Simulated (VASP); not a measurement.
# BiC3N (Pm-3m) in VASP: single point with r2SCAN

Aim: the single point of BiC3N with r2SCAN.

All numbers are computed with VASP 6.6.1; they aren't measurements. Logs are shortened: lines on timing, memory, paths and dates and some standing lists are left out, and cuts for length are marked.

### Step 1. The cell of the first run

The structure is cubic, space group Pm-3m (No. 221). Conventional cell: a = 3.925 Å, b = 3.925 Å, c = 3.925 Å, α = 90.00°, β = 90.00°, γ = 90.00°. N (site symmetry m-3m) has 6 C at 1.96 Å within 2.6 Å. Bi (site symmetry m-3m) has 12 C at 2.78 Å and 8 N at 3.40 Å within 3.7 Å. Within 2.6 Å of C (site symmetry 4/mmm) lie 2 N at 1.96 Å.

### Step 2. Single point, r2SCAN

POSCAR

```
BiC3N
1.0
    3.9248760000      0.0000000000      0.0000000000
    0.0000000000      3.9248760000      0.0000000000
    0.0000000000      0.0000000000      3.9248760000
N Bi C
1 1 3
Direct
    0.5000000000      0.5000000000      0.5000000000
    0.0000000000      0.0000000000      0.0000000000
    0.0000000000      0.5000000000      0.5000000000
    0.5000000000      0.0000000000      0.5000000000
    0.5000000000      0.5000000000      0.0000000000
```

INCAR.step1

```
SYSTEM = BiC3N
PREC = Accurate
ENCUT = 660
ISMEAR = -1
SIGMA = 0.0972
LREAL = .False.
LASPH = .True.
NELM = 120
NBANDS = 24
GGA = PE
ALGO = Normal
EDIFF = 1E-5
LWAVE = .True.
LCHARG = .False.
GGA_COMPAT = .False.
```

INCAR.step2

```
SYSTEM = BiC3N
PREC = Accurate
ENCUT = 660
EDIFF = 1E-6
ISMEAR = -1
SIGMA = 0.0972
LREAL = .False.
LASPH = .True.
NELM = 120
ALGO = Normal
ISIF = 2
LWAVE = .False.
LCHARG = .False.
METAGGA = R2SCAN
LMIXTAU = .True.
NBANDS = 24
ISTART = 1
GGA_COMPAT = .False.
```

KPOINTS

```
Automatic mesh
0
Gamma
  9 9 9
  0 0 0
```

Potentials or basis: VASP PAW PBE potentials, release 64 (N, Bi_d, C).

Started as:

```bash
> cat potpaw_PBE.64/N/POTCAR potpaw_PBE.64/Bi_d/POTCAR potpaw_PBE.64/C/POTCAR > POTCAR
> cp INCAR.step1 INCAR
> mpirun -np 1 vasp_std > vasp.out
> cp INCAR.step2 INCAR
> mpirun -np 1 vasp_std > vasp.out
```

OUTCAR:

```text
SYSTEM = BiC3N
   PREC = Accurate
   ENCUT = 660
   EDIFF = 1E-6
   ISMEAR = -1
   LREAL = .False.
   LASPH = .True.
   NELM = 120
   ISIF = 2
   METAGGA = R2SCAN
   ISTART = 1

 ion  position               nearest neighbor table
   1  0.500  0.500  0.500-
   2  0.000  0.000  0.000-   3 2.78   4 2.78   5 2.78   3 2.78   4 2.78   3 2.78   5 2.78   3 2.78
                             4 2.78   5 2.78   4 2.78   5 2.78
   3  0.000  0.500  0.500-   2 2.78   2 2.78   2 2.78   2 2.78
   4  0.500  0.000  0.500-   2 2.78   2 2.78   2 2.78   2 2.78
   5  0.500  0.500  0.000-   2 2.78   2 2.78   2 2.78   2 2.78

  LATTYP: Found a simple cubic cell.
 ALAT       =     3.9248760000

  Lattice vectors:

 A1 = (   3.9248760000,   0.0000000000,   0.0000000000)
 A2 = (   0.0000000000,   3.9248760000,   0.0000000000)
 A3 = (   0.0000000000,   0.0000000000,   3.9248760000)

Analysis of symmetry for initial positions (statically):
=====================================================================
 Subroutine PRICEL returns:
 Original cell was already a primitive cell.

 Routine SETGRP: Setting up the symmetry group for a
 simple cubic supercell.

 Subroutine GETGRP returns: Found 48 space group operations
 (whereof 48 operations were pure point group operations)
 out of a pool of 48 trial point group operations.

The static configuration has the point symmetry O_h .

Analysis of symmetry for dynamics (positions and initial velocities):
=====================================================================
 Subroutine PRICEL returns:
 Original cell was already a primitive cell.

 Routine SETGRP: Setting up the symmetry group for a
 simple cubic supercell.

 Subroutine GETGRP returns: Found 48 space group operations
 (whereof 48 operations were pure point group operations)
 out of a pool of 48 trial point group operations.

The dynamic configuration has the point symmetry O_h .

 Subroutine INISYM returns: Found 48 space group operations
 (whereof 48 operations are pure point group operations),
 and found     1 'primitive' translations

----------------------------------------------------------------------------------------

                                     Primitive cell

  volume of cell :      60.4613

  direct lattice vectors                    reciprocal lattice vectors
     3.924876000  0.000000000  0.000000000     0.254785119  0.000000000  0.000000000
     0.000000000  3.924876000  0.000000000     0.000000000  0.254785119  0.000000000
     0.000000000  0.000000000  3.924876000     0.000000000  0.000000000  0.254785119

  length of vectors
     3.924876000  3.924876000  3.924876000     0.254785119  0.254785119  0.254785119

  position of ions in fractional coordinates (direct lattice)
     0.500000000  0.500000000  0.500000000
     0.000000000  0.000000000  0.000000000
     0.000000000  0.500000000  0.500000000
     0.500000000  0.000000000  0.500000000
     0.500000000  0.500000000  0.000000000

  ion indices of the primitive-cell ions
   primitive index   ion index
                 1           1
                 2           2
                 3           3
                 4           4
                 5           5

----------------------------------------------------------------------------------------

 KPOINTS: Automatic mesh

Automatic generation of k-mesh.
 Grid dimensions read from file:
 generate k-points for:    9    9    9

 Generating k-lattice:

  Cartesian coordinates                     Fractional coordinates (reciprocal lattice)
     0.028309458  0.000000000  0.000000000     0.111111111  0.000000000  0.000000000
     0.000000000  0.028309458  0.000000000     0.000000000  0.111111111  0.000000000
     0.000000000  0.000000000  0.028309458     0.000000000  0.000000000  0.111111111

  Length of vectors
     0.028309458  0.028309458  0.028309458

  Shift w.r.t. Gamma in fractional coordinates (k-lattice)
     0.000000000  0.000000000  0.000000000

 Subroutine IBZKPT returns following result:
 ===========================================

 Found     35 irreducible k-points:

 Following reciprocal coordinates:
            Coordinates               Weight
  0.000000  0.000000  0.000000      1.000000
  0.111111  0.000000  0.000000      6.000000
  0.222222  0.000000  0.000000      6.000000
  0.333333  0.000000  0.000000      6.000000
  0.444444  0.000000  0.000000      6.000000
  0.111111  0.111111  0.000000     12.000000
[... 16 lines left out ...]
  0.333333  0.333333  0.111111     24.000000
  0.444444  0.333333  0.111111     48.000000
 [... further k-points ...]
   k-points           NKPTS =     35   k-points in BZ     NKDIM =     35   number of bands    NBANDS=     24
   number of dos      NEDOS =    301   number of ions     NIONS =      5
   total plane-waves  NPLWV =  46656
   dimension x,y,z NGX =    36 NGY =   36 NGZ =   36
   dimension x,y,z NGXF=    72 NGYF=   72 NGZF=   72
   ions per type =               1   1   3
   NGX,Y,Z   is equivalent  to a cutoff of  15.25, 15.25, 15.25 a.u.
   NGXF,Y,Z  is equivalent  to a cutoff of  30.50, 30.50, 30.50 a.u.
 SYSTEM =  BiC3N
   PREC   = accura    normal or accurate (medium, high low for compatibility)
   ISTART =      1    job   : 0-new  1-cont  2-samecut
   ICHARG =      0    charge: 1-file 2-atom 10-const
   ISPIN  =      1    spin polarized calculation?
   LNONCOLLINEAR =      F non collinear calculations
   LSORBIT =      F    spin-orbit coupling
   LASPH  =      T    aspherical Exc in radial PAW
   ENCUT  =  660.0 eV  48.51 Ry    6.96 a.u.   8.22  8.22  8.22*2*pi/ulx,y,z
   NELM   =    120;   NELMIN=  2; NELMDL=  0     # of ELM steps
   EDIFF  = 0.1E-05   stopping-criterion for ELM
   LREAL  =      F    real-space projection
   EDIFFG = 0.1E-04   stopping-criterion for IOM
   NSW    =      0    number of steps for IOM
   IBRION =     -1    ionic relax: 0-MD 1-quasi-New 2-CG
   NFREE  =      0    steps in history (QN), initial steepest desc. (CG)
   ISIF   =      2    stress and relaxation
   ISYM   =      2    0-nonsym 1-usesym 2-fastsym
   POTIM  = 0.5000    time-step for ionic-motion
   TEBEG  =    0.0;   TEEND  =   0.0 temperature during run
   PSTRESS=    0.0 pullay stress
   NELECT =      32.0000    total number of electrons
   NUPDOWN=      -1.0000    fix difference up-down
   EMIN   =  10.00;   EMAX   =-10.00  energy-range for DOS
   EFERMI =   0.00;   METHOD = LEGACY
   ISMEAR =    -1;   SIGMA  =   0.10  broadening in eV -4-tet -1-fermi 0-gaus
   EFERMI_NEDOS =   21; number of points for ismear=-14 and -15
   IALGO  =     38    algorithm
   IMIX   =      4    mixing-type and parameters
     AMIX     =   0.40;   BMIX     =  1.00
     AMIX_MAG =   1.60;   BMIX_MAG =  1.00
  volume/ion in A,a.u.               =      12.09        81.60
  Fermi-wavevector in a.u.,A,eV,Ry     =   1.324236  2.502444 23.859207  1.753602
  Thomas-Fermi vector in A             =   2.453786
   LORBIT       =      0    0 simple, 1 ext, 2 COOP (PROOUT), +10 PAW based schemes
   METAGGA = R2SCAN    functional components
   LHFCALC =     F    Hartree Fock is set to
   AEXX    =    0.0000 exact exchange contribution
   IVDW    =     0    specifies the selected vdW correction
   LEPSILON=     F    determine dielectric tensor
   LRPA    =     F    only Hartree local field effects (RPA)
 non-spin polarized calculation
  energy-cutoff  :      660.00
  volume of cell :       60.46
 maximum number of plane-waves:      2348
 NGX is ok and might be reduce to    36
   NGX = 17   NGY = 17   NGZ = 17

 number of electron      31.9999999 magnetization

 Free energy of the ion-electron system (eV)
  ---------------------------------------------------
  ext. energy  EPLUGINS =         0.00000000
  ---------------------------------------------------
  free energy    TOTEN  =       -80.29617358 eV

  energy without entropy =      -80.15824549  energy(sigma->0) =      -80.22720953

 E-fermi :   6.8907     XC(G=0): -12.2895

 val. band max:        6.8640057285   @ k =   0.4444   0.4444   0.1111
 cond. band min:       6.9117985580   @ k =   0.3333   0.3333   0.1111
 fundamental gap:      0.0477928295
 Fermi energy:         6.8906675975

 k-point     1 :       0.0000    0.0000    0.0000
  band No.  band energies     occupation
      1     -16.6403      2.00000
      2     -16.6403      2.00000
      3     -16.5825      2.00000
      4     -16.5825      2.00000
      5     -16.5825      2.00000
      6     -11.2044      2.00000
[... 16 lines left out ...]
     23      14.9738      0.00000
     24      14.9738      0.00000

 k-point     2 :       0.1111    0.0000    0.0000
  band No.  band energies     occupation
      1     -16.6396      2.00000
      2     -16.6345      2.00000
      3     -16.5850      2.00000
      4     -16.5850      2.00000
      5     -16.5824      2.00000
      6     -11.1320      2.00000
[... 16 lines left out ...]
     23      14.5092      0.00000
     24      14.8776      0.00000

 k-point     3 :       0.2222    0.0000    0.0000
  band No.  band energies     occupation
      1     -16.6379      2.00000
      2     -16.6199      2.00000
      3     -16.5913      2.00000
      4     -16.5913      2.00000
      5     -16.5820      2.00000
      6     -10.9301      2.00000
[... 16 lines left out ...]
     23      13.4221      0.00000
     24      14.7831      0.00000

 k-point     4 :       0.3333    0.0000    0.0000
  band No.  band energies     occupation
      1     -16.6360      2.00000
      2     -16.6032      2.00000
      3     -16.5985      2.00000
      4     -16.5985      2.00000
      5     -16.5816      2.00000
      6     -10.6556      2.00000
[... 16 lines left out ...]
     23      12.4744      0.00000
     24      14.7523      0.00000

 k-point     5 :       0.4444    0.0000    0.0000
  band No.  band energies     occupation
      1     -16.6347      2.00000
      2     -16.6032      2.00000
      3     -16.6032      2.00000
      4     -16.5924      2.00000
      5     -16.5813      2.00000
      6     -10.4363      2.00000
[... 16 lines left out ...]
     23      12.0467      0.00000
     24      14.7455      0.00000

 k-point     6 :       0.1111    0.1111    0.0000
  band No.  band energies     occupation
      1     -16.6364      2.00000
      2     -16.6312      2.00000
      3     -16.5877      2.00000
      4     -16.5850      2.00000
      5     -16.5847      2.00000
      6     -11.0605      2.00000
[... 16 lines left out ...]
     23      14.4157      0.00000
     24      14.5595      0.00000
[... 379 lines left out ...]
 k-point    21 :       0.3333    0.2222    0.1111
  band No.  band energies     occupation
      1     -16.6177      2.00000
      2     -16.6115      2.00000
      3     -16.6012      2.00000
      4     -16.5936      2.00000
      5     -16.5915      2.00000
      6     -10.3568      2.00000
[... 16 lines left out ...]
     23      12.9708      0.00000
     24      13.6476      0.00000

 k-point    22 :       0.4444    0.2222    0.1111
  band No.  band energies     occupation
      1     -16.6177      2.00000
      2     -16.6159      2.00000
      3     -16.6061      2.00000
      4     -16.5927      2.00000
      5     -16.5813      2.00000
      6     -10.1633      2.00000
[... 16 lines left out ...]
     23      12.9051      0.00000
     24      13.2658      0.00000

 k-point    23 :       0.3333    0.3333    0.1111
  band No.  band energies     occupation
      1     -16.6224      2.00000
      2     -16.6107      2.00000
      3     -16.6007      2.00000
      4     -16.6001      2.00000
      5     -16.5800      2.00000
      6     -10.1323      2.00000
[... 16 lines left out ...]
     23      12.3711      0.00000
     24      13.7530      0.00000

 k-point    24 :       0.4444    0.3333    0.1111
  band No.  band energies     occupation
      1     -16.6293      2.00000
      2     -16.6080      2.00000
      3     -16.6052      2.00000
      4     -16.5999      2.00000
      5     -16.5705      2.00000
      6      -9.9625      2.00000
[... 16 lines left out ...]
     23      12.8786      0.00000
     24      13.5270      0.00000

 [... further k-points ...]

------------------------ aborting loop because EDIFF is reached ----------------------------------------

  FORCE on cell =-STRESS in cart. coord.  units (eV):
  Direction    XX          YY          ZZ          XY          YZ          ZX
  --------------------------------------------------------------------------------------
  -------------------------------------------------------------------------------------
  Total       -4.3463643     -4.3463643     -4.3463643      0.0000000      0.0000000     -0.0000000
  in kB     -115.1751751   -115.1751751   -115.1751751      0.0000000      0.0000000     -0.0000000
  external PRESSURE =    -115.1751751 kB  Pullay stress =       0.0000000 kB

 VOLUME and BASIS-vectors are now :
 -----------------------------------------------------------------------------
  energy-cutoff  :      660.00
  volume of cell :       60.46
      direct lattice vectors                 reciprocal lattice vectors
     3.924876000  0.000000000  0.000000000     0.254785119  0.000000000  0.000000000
     0.000000000  3.924876000  0.000000000     0.000000000  0.254785119  0.000000000
     0.000000000  0.000000000  3.924876000     0.000000000  0.000000000  0.254785119

 POSITION                                       TOTAL-FORCE (eV/Angst)
 -----------------------------------------------------------------------------------
      1.96244      1.96244      1.96244         0.000000      0.000000      0.000000
      0.00000      0.00000      0.00000         0.000000      0.000000      0.000000
      0.00000      1.96244      1.96244         0.000000      0.000000      0.000000
      1.96244      0.00000      1.96244         0.000000      0.000000      0.000000
      1.96244      1.96244      0.00000         0.000000      0.000000      0.000000
 -----------------------------------------------------------------------------------
    total drift:                                0.000000      0.000000      0.000000

  FREE ENERGIE OF THE ION-ELECTRON SYSTEM (eV)
  ---------------------------------------------------
  free  energy   TOTEN  =       -80.2961735799 eV

  energy  without entropy=      -80.1582454898  energy(sigma->0) =      -80.22720953
```

It took 3.4 min on 1 thread of Intel Xeon Platinum 8259CL at 2.50GHz (Skylake/Cascade Lake), shared host; peak memory 0.25 GiB.

Results:

```
Free energy            : -80.2962 eV
Pressure               : -11.5 GPa
Band gap on the k mesh : zero (band 16 reaches 7.49 eV, above the bottom of band 17 at 6.35 eV)
```

Caveat: the PAW data sets were made with another functional, which shifts forces and pressure a little; spin-orbit coupling is left out, which moves the levels of the heavy elements.
